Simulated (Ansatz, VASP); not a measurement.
**Ge in VASP and in Ansatz**

The input INCAR:

```
SYSTEM = Ge
PREC = Accurate
ENCUT = 520
EDIFF = 1E-6
ISMEAR = 0
SIGMA = 0.1
LREAL = .FALSE.
LASPH = .TRUE.
NELM = 60
ALGO = Normal
ISIF = 2
LWAVE = .FALSE.
LCHARG = .FALSE.
GGA = PE
NBANDS = 21
```

The input KPOINTS:

```
Automatic mesh
0
G
  16 16 16
  0 0 0
```

POSCAR

```
Ge
1.0
   -2.5631289036      2.5631289036      1.4367539568
    2.5631289036     -2.5631289036      1.4367539568
    2.5631289036      2.5631289036     -1.4367539568
Ge
2
Direct
    0.2500000000      0.7500000000      0.5000000000
    0.5000000000      0.5000000000      0.0000000000
```

Input for Ansatz:

```yaml
crystal:
  lattice:
    - [-2.5631289036, 2.5631289036, 1.4367539568]
    - [2.5631289036, -2.5631289036, 1.4367539568]
    - [2.5631289036, 2.5631289036, -1.4367539568]
  atoms:
    - { symbol: Ge, position: [0.25, 0.75, 0.5] }
    - { symbol: Ge, position: [0.5, 0.5, 0.0] }
basis:
  ecutwfc: 420
kpoints:
  mp_grid: { grid: [16, 16, 16] }
hamiltonian:
  xc: pbe
scf:
  occupations: { method: gaussian, width: 0.1 }
output:
  forces: true
  stress: true
  eigenvalues: true
```

Alike in both runs: task single point; functional PBE; k mesh 16 × 16 × 16; occupations gaussian, width 0.1 eV; no spin polarisation.

```csv
,VASP,Ansatz
version,VASP 6.6.1,Ansatz 0.2.0
potentials or method,"VASP PAW PBE potentials, release 64 (Ge_d), cutoff 520 eV","scalar-relativistic, plane waves, PAW"
valence electrons in the cell,28,28
```

Ansatz gave:

```
gap on the k mesh at the Fermi level (eV)                     : none
pressure (GPa)                                                : 1.7
traceless stress, the component that is largest in VASP (GPa) : -0.96
```

What did VASP give for the same quantities?

gap on the k mesh at the Fermi level (eV): none; pressure (GPa): 1.6; traceless stress, the component that is largest in VASP (GPa): -0.96.

A gap of «none» marks a metal or a gap that the smearing closes.
